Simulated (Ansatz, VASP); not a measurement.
# Tl in VASP and in Ansatz

The input INCAR:

```
SYSTEM = Tl
PREC = Accurate ; ENCUT = 520
EDIFF = 1E-7 ; ISMEAR = -1
SIGMA = 0.1 ; LREAL = .False.
LASPH = .True. ; NELM = 80
ALGO = Normal ; ISIF = 2
LWAVE = .False. ; LCHARG = .True.
GGA = PE ; LELF = .True.
LVHAR = .True. ; NBANDS = 20
```

KPOINTS

```
regular mesh
0
Gamma
  17 17 9
  0 0 0
```

Contents of POSCAR:

```
Tl
1.0
    3.4918682172      0.0000000000      0.0000000000
   -1.7459341086      3.0240465828      0.0000000000
    0.0000000000      0.0000000000      5.4872883862
Tl
2
Direct
    0.3333333333      0.6666666667      0.2500000000
    0.6666666667      0.3333333333      0.7500000000
```

Input for Ansatz:

```yaml
crystal:
  lattice:
    - [3.4918682172, 0.0, 0.0]
    - [-1.7459341086, 3.0240465828, 0.0]
    - [0.0, 0.0, 5.4872883862]
  atoms:
    - { symbol: Tl, position: [0.3333333333, 0.6666666667, 0.25] }
    - { symbol: Tl, position: [0.6666666667, 0.3333333333, 0.75] }
hamiltonian:
  xc: pbe
  pseudopotentials:
    kind: paw
    azcp:
      Tl: "pseudopotentials/Tl.paw.azcp"
basis:
  ecutwfc: 420
  fft_grid_basis: typed
kpoints:
  mp_grid: { grid: [17, 17, 9], shift: [0, 0, 0] }
magnetization:
  spin_polarized: false
scf:
  occupations: { method: fermi_dirac, width: 0.1 }
output:
  stress: true
```

Alike in both runs: task single point; functional PBE; k mesh 17 × 17 × 9; occupations fermi-dirac, width 0.1 eV; no spin polarisation.

```csv
,VASP,Ansatz
version,VASP 6.6.1,Ansatz 0.2.0
potentials or method,"VASP PAW PBE potentials, release 64 (Tl_d), cutoff 520 eV","plane waves (420 eV) with PAW, scalar-relativistic"
valence electrons in the cell,26,26
```

```tsv
	VASP	Ansatz	Ansatz less VASP
pressure (GPa)	2.7	2.7	+0.06
traceless stress, the component that is largest in VASP (GPa)	0.40	0.40	+0.001
```

The functional is the same, so the differences come from potentials, cutoffs and numerics.

Neither program's run includes spin-orbit coupling.
